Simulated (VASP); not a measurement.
# Ta (Im-3m) in VASP: further runs, part 2 of 2

VASP 6.6.1. The steps go on from the part before.

### 4 Single point, PBEsol (volume scaled by 1.10)

File INCAR:

```
ALGO = Normal
EDIFF = 1E-6
ENCUT = 520
GGA = PS
ISIF = 2
ISMEAR = 0
LASPH = T
LCHARG = F
LREAL = F
LWAVE = F
NBANDS = 12
NELM = 100
PREC = Accurate
SIGMA = 0.1
```

File KPOINTS:

```
k-points
0
Gamma
  18 18 18
```

File POSCAR:

```
Ta
1.0
   -1.6932075367      1.6932075367      1.6932075367
    1.6932075367     -1.6932075367      1.6932075367
    1.6932075367      1.6932075367     -1.6932075367
Ta
1
Direct
    0.0000000000      0.0000000000      0.0000000000
```

Potentials or basis: VASP PAW PBE potentials, release 64 (Ta_pv).

Launch:

```sh
$ cat potpaw_PBE.64/Ta_pv/POTCAR > POTCAR
$ mpirun -np 1 vasp_std > vasp.out
```

OUTCAR:

```text
EDIFF = 1E-6
   ENCUT = 520
   GGA = PS
   ISIF = 2
   ISMEAR = 0
   LASPH = T
   LREAL = F
   NELM = 100
   PREC = Accurate

 ion  position               nearest neighbor table
   1  0.000  0.000  0.000-

  LATTYP: Found a body centered cubic cell.
 ALAT       =     3.3864150734

  Lattice vectors:

 A1 = (  -1.6932075367,   1.6932075367,   1.6932075367)
 A2 = (   1.6932075367,  -1.6932075367,   1.6932075367)
 A3 = (   1.6932075367,   1.6932075367,  -1.6932075367)

Analysis of symmetry for initial positions (statically):
[... 529 lines left out ...]
      4       1.0086      2.00000
      5       3.4848      2.00000
      6       5.2164      0.00000
      7       8.1855      0.00000
      8       9.3445      0.00000
      9      11.9295      0.00000
     10      15.1291      0.00000
     11      17.2413      0.00000
     12      19.1355      0.00000

 [... further k-points ...]
[... 5 lines left out ...]
  --------------------------------------------------------------------------------------
  -------------------------------------------------------------------------------------
  Total       -1.9910573     -1.9910573     -1.9910573     -0.0000000      0.0000000     -0.0000000
  in kB     -164.2872197   -164.2872197   -164.2872197     -0.0000000      0.0000000     -0.0000000
  external PRESSURE =    -164.2872197 kB  Pullay stress =       0.0000000 kB

 VOLUME and BASIS-vectors are now :
 -----------------------------------------------------------------------------
  energy-cutoff  :      520.00
  volume of cell :       19.42
      direct lattice vectors                 reciprocal lattice vectors
    -1.693207537  1.693207537  1.693207537     0.000000000  0.295297528  0.295297528
     1.693207537 -1.693207537  1.693207537     0.295297528  0.000000000  0.295297528
     1.693207537  1.693207537 -1.693207537     0.295297528  0.295297528  0.000000000

 POSITION                                       TOTAL-FORCE (eV/Angst)
 -----------------------------------------------------------------------------------
      0.00000      0.00000      0.00000        -0.000000     -0.000000      0.000000
 -----------------------------------------------------------------------------------
    total drift:                               -0.000000      0.000000      0.000000

  FREE ENERGIE OF THE ION-ELECTRON SYSTEM (eV)
  ---------------------------------------------------
  free  energy   TOTEN  =       -12.4592485241 eV

  energy  without entropy=      -12.4526608322  energy(sigma->0) =      -12.45595468
```

OSZICAR:

```text
N       E                     dE             d eps       ncg     rms          rms(c)
DAV:   1     0.601739337064E+02    0.60174E+02   -0.61177E+03  4696   0.866E+02
DAV:   2    -0.119930065497E+02   -0.72167E+02   -0.70441E+02  5288   0.241E+02
DAV:   3    -0.130400572204E+02   -0.10471E+01   -0.10401E+01  5596   0.275E+01
DAV:   4    -0.130432779827E+02   -0.32208E-02   -0.32203E-02  5196   0.168E+00
DAV:   5    -0.130432904212E+02   -0.12439E-04   -0.12438E-04  5628   0.101E-01    0.121E+01
DAV:   6    -0.125856795349E+02    0.45761E+00   -0.36955E-01  5548   0.637E+00    0.557E+00
DAV:   7    -0.124605827976E+02    0.12510E+00   -0.30239E-01  5468   0.522E+00    0.365E-01
DAV:   8    -0.124593183270E+02    0.12645E-02   -0.10709E-02  5196   0.817E-01    0.165E-01
DAV:   9    -0.124592525520E+02    0.65775E-04   -0.19834E-04  5492   0.137E-01    0.228E-02
DAV:  10    -0.124592483838E+02    0.41682E-05   -0.48352E-06  5260   0.216E-02    0.249E-03
DAV:  11    -0.124592485241E+02   -0.14029E-06   -0.22666E-07  3148   0.531E-03
   1 F= -.12459249E+02 E0= -.12455955E+02  d E =-.658769E-02
```

Wall time 41 s (1 thread of AMD EPYC 7R43 (Zen 3), shared host); peak memory 0.14 GiB.

Results:

* Free energy: -12.4592 eV
* Pressure: -16.4 GPa

Caveat: the cell differs from its parent crystal (volume scaled by 1.10); the PAW data sets were made with another functional, which shifts forces and pressure a little; spin-orbit coupling is left out, which moves the levels of the heavy elements.

### 5 Relaxation of cell and atoms, PBEsol

This run uses another cell than the first one, of 18.01 Å³/atom, 0.991 times its volume.

File INCAR:

```
  PREC = Accurate
  ENCUT = 600
  EDIFF = 1E-6
  ISMEAR = 0
  SIGMA = 0.1
  LREAL = F
  LASPH = T
  NELM = 100
  ALGO = Fast
  ISIF = 3
  LWAVE = F
  LCHARG = F
  GGA = PS
  IBRION = 2
  NSW = 100
  EDIFFG = -0.005
```

File KPOINTS:

```
Automatic mesh
0
Gamma
  18 18 18
```

File POSCAR:

```
Ta
1.0
   -1.6512800000      1.6512800000      1.6512800000
    1.6512800000     -1.6512800000      1.6512800000
    1.6512800000      1.6512800000     -1.6512800000
Ta
1
Direct
    0.0000000000      0.0000000000      0.0000000000
```

Launch:

```sh
$ cat potpaw_PBE.64/Ta_pv/POTCAR > POTCAR
$ mpirun -np 1 vasp_std > vasp.out
```

It took 1.9 min on 1 thread of AMD EPYC 7R43 (Zen 3), shared host; peak memory 0.15 GiB.

Results (log left out):

| Item | Value |
| --- | --- |
| Free energy | -12.5557 eV |
| Relaxed volume | 17.67 Å³/atom |
| Relaxed cell | a = 2.842 Å, b = 2.842 Å, c = 2.842 Å, α = 109.47°, β = 109.47°, γ = 109.47° |
| Space group after relaxing (to 0.05 Å) | Im-3m (No. 229) |
| Energy gained by relaxing | 4.1 meV/atom |
| Ionic steps | 4 |
| Pressure after relaxing | 0.0 GPa |

The path:
| step | energy change (eV) | largest force (eV/Å) | pressure (GPa) | volume (Å³) |
| --- | --- | --- | --- | --- |
| 1 | 0.0000 | 0.0000 | -3.79 | 18.01 |
| 2 | 0.0179 | 0.0000 | 9.84 | 16.92 |
| 3 | -0.0041 | 0.0000 | -0.06 | 17.67 |
| 4 | -0.0041 | 0.0000 | 0.01 | 17.67 |

Final structure:
```yaml
crystal:
  lattice:
    - [-1.64072, 1.64072, 1.64072]
    - [1.64072, -1.64072, 1.64072]
    - [1.64072, 1.64072, -1.64072]
  atoms:
    - { symbol: Ta, position: [0.00000, 0.00000, 0.00000] }
```

Levels at points of the mesh, in eV from the Fermi level:
| k point | band 2 | band 3 | band 4 | band 5 | band 6 | band 7 | band 8 | band 9 |
| --- | --- | --- | --- | --- | --- | --- | --- | --- |
| (0.00, 0.00, 0.00) | -32.95 | -32.95 | -8.01 | 0.71 | 0.71 | 0.71 | 4.05 | 4.05 |
| (0.50, 0.00, 0.00) | -33.36 | -32.96 | -4.49 | -1.62 | 1.69 | 3.94 | 5.00 | 7.99 |
| (0.50, 0.50, 0.50) | -33.83 | -33.83 | -3.94 | -3.94 | 7.00 | 7.00 | 7.00 | 8.83 |

Caveat: the PAW data sets were made with another functional, which shifts forces and pressure a little; spin-orbit coupling is left out, which moves the levels of the heavy elements.

### 6 Single point, PBEsol

This run uses another cell than the first one, of 17.70 Å³/atom, 0.974 times its volume.

File INCAR:

```
SYSTEM = Ta
PREC = Accurate
ENCUT = 520
EDIFF = 1E-6
ISMEAR = -1
SIGMA = 0.15
LREAL = .False.
LASPH = .True.
NELM = 60
ALGO = Normal
ISIF = 2
LWAVE = .False.
LCHARG = .False.
GGA = PS
NBANDS = 12
```

File KPOINTS:

```
Automatic mesh
0
Gamma
  20 20 20
  0 0 0
```

File POSCAR:

```
Ta
1.0
   -1.6418650270      1.6418650270      1.6418650270
    1.6418650270     -1.6418650270      1.6418650270
    1.6418650270      1.6418650270     -1.6418650270
Ta
1
Direct
    0.0000000000      0.0000000000      0.0000000000
```

Potentials or basis: VASP PAW PBE potentials, release 64 (Ta_pv).

Launch:

```sh
$ cat potpaw_PBE.64/Ta_pv/POTCAR > POTCAR
$ mpirun -np 1 vasp_std > vasp.out
```

OUTCAR:

```text
SYSTEM = Ta
   PREC = Accurate
   ENCUT = 520
   EDIFF = 1E-6
   ISMEAR = -1
   LREAL = .False.
   LASPH = .True.
   NELM = 60
   ISIF = 2
   GGA = PS

 ion  position               nearest neighbor table
   1  0.000  0.000  0.000-

  LATTYP: Found a body centered cubic cell.
 ALAT       =     3.2837300540

  Lattice vectors:

 A1 = (  -1.6418650270,   1.6418650270,   1.6418650270)
 A2 = (   1.6418650270,  -1.6418650270,   1.6418650270)
 A3 = (   1.6418650270,   1.6418650270,  -1.6418650270)

Analysis of symmetry for initial positions (statically):
=====================================================================
 Subroutine PRICEL returns:
 Original cell was already a primitive cell.

 Routine SETGRP: Setting up the symmetry group for a
 body centered cubic supercell.

 Subroutine GETGRP returns: Found 48 space group operations
 (whereof 48 operations were pure point group operations)
 out of a pool of 48 trial point group operations.

The static configuration has the point symmetry O_h .

Analysis of symmetry for dynamics (positions and initial velocities):
[... 159 lines left out ...]
 val. band max:        5.4855321385   @ k =  -0.3500   0.3500   0.0500
 cond. band min:       5.4891511632   @ k =   0.1000   0.0500   0.0500
 fundamental gap:      0.0036190247
 Fermi energy:         5.4857354491

 k-point     1 :       0.0000    0.0000    0.0000
  band No.  band energies     occupation
      1     -27.4917      2.00000
      2     -27.4917      2.00000
      3     -27.4917      2.00000
      4      -2.5351      2.00000
      5       6.1823      0.01906
      6       6.1823      0.01906
      7       6.1823      0.01906
      8       9.5136      0.00000
      9       9.5136      0.00000
     10      20.1880      0.00000
     11      20.5820      0.00000
     12      20.5820      0.00000
[... 331 lines left out ...]
 k-point    24 :       0.2500    0.1000    0.0000
  band No.  band energies     occupation
      1     -28.3466      2.00000
      2     -27.7723      2.00000
      3     -27.5409      2.00000
      4       0.7115      2.00000
      5       4.5250      1.99670
      6       5.0234      1.91228
      7       8.7962      0.00000
      8      10.1585      0.00000
      9      10.3891      0.00000
     10      19.9101      0.00000
     11      20.2160      0.00000
     12      21.4982      0.00000

 [... further k-points ...]
[... 5 lines left out ...]
  --------------------------------------------------------------------------------------
  -------------------------------------------------------------------------------------
  Total        0.0202784      0.0202784      0.0202784     -0.0000000     -0.0000000      0.0000000
  in kB        1.8351535      1.8351535      1.8351535     -0.0000000     -0.0000000      0.0000000
  external PRESSURE =       1.8351535 kB  Pullay stress =       0.0000000 kB

 VOLUME and BASIS-vectors are now :
 -----------------------------------------------------------------------------
  energy-cutoff  :      520.00
  volume of cell :       17.70
      direct lattice vectors                 reciprocal lattice vectors
    -1.641865027  1.641865027  1.641865027     0.000000000  0.304531732  0.304531732
     1.641865027 -1.641865027  1.641865027     0.304531732  0.000000000  0.304531732
     1.641865027  1.641865027 -1.641865027     0.304531732  0.304531732  0.000000000

 POSITION                                       TOTAL-FORCE (eV/Angst)
 -----------------------------------------------------------------------------------
      0.00000      0.00000      0.00000         0.000000     -0.000000     -0.000000
 -----------------------------------------------------------------------------------
    total drift:                                0.000000      0.000000     -0.000000

  FREE ENERGIE OF THE ION-ELECTRON SYSTEM (eV)
  ---------------------------------------------------
  free  energy   TOTEN  =       -12.5987900487 eV

  energy  without entropy=      -12.5057758019  energy(sigma->0) =      -12.55228293
```

OSZICAR:

```text
N       E                     dE             d eps       ncg     rms          rms(c)
DAV:   1     0.607531278855E+02    0.60753E+02   -0.60524E+03  6168   0.879E+02
DAV:   2    -0.120215699183E+02   -0.72775E+02   -0.70866E+02  6800   0.246E+02
DAV:   3    -0.130924071865E+02   -0.10708E+01   -0.10593E+01  7204   0.278E+01
DAV:   4    -0.130952351807E+02   -0.28280E-02   -0.28275E-02  7004   0.156E+00
DAV:   5    -0.130952434523E+02   -0.82716E-05   -0.82715E-05  7240   0.820E-02    0.142E+01
DAV:   6    -0.127157292248E+02    0.37951E+00   -0.29844E-01  7252   0.577E+00    0.691E+00
DAV:   7    -0.126004381638E+02    0.11529E+00   -0.26635E-01  7156   0.502E+00    0.367E-01
DAV:   8    -0.125988469938E+02    0.15912E-02   -0.70934E-03  6612   0.767E-01    0.144E-01
DAV:   9    -0.125987933221E+02    0.53672E-04   -0.15574E-04  7172   0.132E-01    0.238E-02
DAV:  10    -0.125987901509E+02    0.31712E-05   -0.35029E-06  6792   0.203E-02    0.318E-03
DAV:  11    -0.125987900487E+02    0.10223E-06   -0.11311E-07  3624   0.372E-03
   1 F= -.12598790E+02 E0= -.12552283E+02  d E =-.930142E-01
```

It took 15 s on 1 thread of Intel Xeon 6975P-C (Granite Rapids), shared host; peak memory 0.18 GiB.

What came out:

```yaml
Free_energy: -12.5988 eV
Pressure: 0.2 GPa
```

Caveat: the PAW data sets were made with another functional, which shifts forces and pressure a little; spin-orbit coupling is left out, which moves the levels of the heavy elements.

### 7 Summary

| task | cell | k mesh | cutoff (eV) | smearing | gap on the mesh (eV) | pressure (GPa) |
| --- | --- | --- | --- | --- | --- | --- |
| single point | a = 2.869 Å, angles 109.5°, 1 atom | 18 × 18 × 18 | 520 | gaussian 0.1 eV | none | -5.7 |
| single point | a = 2.897 Å, angles 109.5°, 1 atom | 18 × 18 × 18 | 520 | gaussian 0.1 eV | none | -10.7 |
| single point | a = 2.933 Å, angles 109.5°, 1 atom | 18 × 18 × 18 | 520 | gaussian 0.1 eV | none | -16.4 |
| relaxation of cell and atoms | relaxed from a = 2.860 Å, angles 109.5°, 1 atom | 18 × 18 × 18 | 600 | gaussian 0.1 eV | none | 0.0 |
| single point | a = 2.844 Å, angles 109.5°, 1 atom | 20 × 20 × 20 | 520 | fermi-dirac 0.15 eV | none | 0.2 |

Alike in all rows: level PBEsol; potentials or basis VASP PAW PBE potentials, release 64 (Ta_pv); no spin polarisation.

Caveats: the PAW data sets were made with another functional, which shifts forces and pressure a little; spin-orbit coupling is left out, which moves the levels of the heavy elements.

Absolute energies hang on the potentials; compare differences alone.
